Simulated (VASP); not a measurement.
Set up this calculation in VASP 6.6.1, as the native input.

```
Task                   : electric field gradients
Functional             : PBE
Potentials or basis    : VASP PAW PBE potentials, release 64 (Zr_sv, B)
Cutoff                 : 420 eV
k mesh                 : 12 × 12 × 9
Occupations            : fermi-dirac, width 0.05 eV
Spin                   : no spin polarisation
Dipole correction      : no
Further INCAR settings : ALGO = Normal; EDIFF = 1e-08; NBANDS = 16
```

The structure of ZrB2 lies in POSCAR:

```
ZrB2
1.0
    3.1966498238      0.0000000000      0.0000000000
   -1.5983249119      2.7683799544      0.0000000000
    0.0000000000      0.0000000000      3.5200000000
Zr B
1 2
Direct
    0.0000000000      0.0000000000      0.0000000000
    0.3333333333      0.6666666667      0.5000000000
    0.6666666667      0.3333333333      0.5000000000
```

This cell differs from its parent crystal: equal xx and yy strain of +1 %.

These files were run (other wordings do the same):

INCAR

```
PREC = Accurate
ENCUT = 420
EDIFF = 1E-8
ISMEAR = -1
SIGMA = 0.05
LREAL = False
LASPH = True
NELM = 120
ALGO = Normal
ISIF = 2
LWAVE = False
LCHARG = False
GGA = PE
LEFG = True
NBANDS = 16
GGA_COMPAT = False
```

KPOINTS

```
Automatic mesh
0
Gamma
  12 12 9
```

Potentials or basis: VASP PAW PBE potentials, release 64 (Zr_sv, B).

Run with:

```sh
$ cat potpaw_PBE.64/Zr_sv/POTCAR potpaw_PBE.64/B/POTCAR > POTCAR
$ mpirun -np 1 vasp_std > vasp.out
```

It gave:

The pressure is -2.3 GPa and the band gap on the k mesh is zero (band 9 reaches 11.04 eV, above the bottom of band 10 at 9.90 eV).

Caveat: the cell differs from its parent crystal (equal xx and yy strain of +1 %); without QUAD_EFG the Cq values of the log hold for a quadrupole moment of 1 mb, not for the nuclei.

Run time: 22 s on 1 thread of Intel(R) Xeon(R) 6975P-C (Granite Rapids), with other jobs on the host, peak memory 0.16 GiB.
